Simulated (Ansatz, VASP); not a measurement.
**Two plane-wave programs on BAs**

File INCAR:

```
SYSTEM = BAs
PREC     = Accurate       ! precision mode
ENCUT    = 500            ! plane-wave cutoff, eV
EDIFF    = 1E-6           ! SCF threshold, eV
ISMEAR   = 0              ! smearing method
SIGMA    = 0.01           ! smearing width, eV
LREAL    = .FALSE.        ! projectors in reciprocal space
LASPH    = .TRUE.         ! aspherical terms in the spheres
NELM     = 120            ! most SCF steps
ALGO     = Normal         ! electronic algorithm
ISIF     = 2              ! what is computed and relaxed
LWAVE    = .FALSE.        ! write WAVECAR
LCHARG   = .TRUE.         ! write CHGCAR
GGA      = RP             ! functional
LELF     = .TRUE.         ! ELF
LVHAR    = .TRUE.       
NBANDS   = 11             ! bands
GGA_COMPAT= .FALSE.
```

KPOINTS

```
regular mesh
0
G
  10 10 10
  0 0 0
```

The input POSCAR:

```
BAs
1.0
    0.0000000000      2.3528053350      2.3528053350
    2.3528053350      0.0000000000      2.3528053350
    2.3528053350      2.3528053350      0.0000000000
B As
1 1
Direct
    0.0000000000      0.0000000000      0.0000000000
    0.7500000000      0.7500000000      0.7500000000
```

Input for Ansatz:

```yaml
crystal:
  lattice:
    - [0.0, 2.352805335, 2.352805335]
    - [2.352805335, 0.0, 2.352805335]
    - [2.352805335, 2.352805335, 0.0]
  atoms:
    - { symbol: B, position: [0.0, 0.0, 0.0] }
    - { symbol: As, position: [0.75, 0.75, 0.75] }
basis:
  ecutwfc: 420
  ecutrho_ratio: 12
kpoints:
  mp_grid: { grid: [10, 10, 10] }
hamiltonian:
  xc: rpbe
scf:
  occupations: { method: fixed }
output:
  forces: true
  eigenvalues: true
  stress: true
```

Alike in both runs: task single point; functional RPBE; k mesh 10 × 10 × 10; no spin polarisation.

|  | VASP | Ansatz |
| --- | --- | --- |
| version | VASP 6.6.1 | Ansatz 0.2.0 |
| potentials or method | VASP PAW PBE potentials, release 64 (B, As), cutoff 500 eV | scalar-relativistic, plane waves, PAW |
| occupations | gaussian, width 0.01 eV | fixed |
| valence electrons in the cell | 8 | 18 |

```csv
,VASP,Ansatz,Ansatz less VASP
gap on the k mesh at the Fermi level (eV),1.15,1.16,+0.012
pressure (GPa),13.4,12.7,-0.72
```

VASP's potentials were made for PBE, not for RPBE. VASP's potentials hold 8 valence electrons a cell and Ansatz's 18, so a difference there can come from the potentials and not from the codes.
